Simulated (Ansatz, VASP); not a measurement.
## H2CO: VASP beside Ansatz

```
O C H
1.0
     7.80683    0.00000    0.00000
     0.00000    7.80683    0.00000
     0.00000    0.00000    7.80683
O C H
6 6 12
Direct
  0.25839 0.26535 0.52711
  0.50148 0.77286 0.37107
  0.90534 0.05374 0.93492
  0.59092 0.60197 0.87909
  0.81939 0.36927 0.38646
  0.45538 0.01001 0.90373
  0.19012 0.30007 0.39138
  0.59946 0.74856 0.25256
  0.04495 0.03985 0.86733
  0.50486 0.49795 0.80239
  0.72615 0.24551 0.37899
  0.53586 0.02800 0.77171
  0.20547 0.42761 0.32629
  0.11266 0.20354 0.32017
  0.64688 0.85568 0.17106
  0.64500 0.61871 0.21577
  0.05874 0.00780 0.72880
  0.16716 0.06106 0.93801
  0.50502 0.48932 0.65934
  0.41902 0.40483 0.87032
  0.58379 0.25737 0.38788
  0.77629 0.11213 0.36481
  0.62288 0.14097 0.75426
  0.52252 0.93856 0.66020
```

Alike in both runs: functional PBE; k mesh 1 × 1 × 1; occupations fermi-dirac, width 0.05 eV; no spin polarisation.

Ansatz relaxed the structure, and its values are those at the end. VASP's run is a single point on that final structure, the one shown.

```csv
,VASP,Ansatz
version,VASP 6.6.1,Ansatz 0.2.0
potentials or method,"VASP PAW PBE potentials, release 64 (O, C, H), cutoff 520 eV","scalar-relativistic, plane waves, PAW"
valence electrons in the cell,72,72
```

|  | VASP | Ansatz | Ansatz less VASP |
| --- | --- | --- | --- |
| rms of the force components (eV/Å) | 0.207 | 0.097 | -0.1096 |

One of these differences is far larger than is usual between the two programs; its cause wasn't traced.

Noted on VASP's run: the standard files for N, O and F lose accuracy on very short bonds.
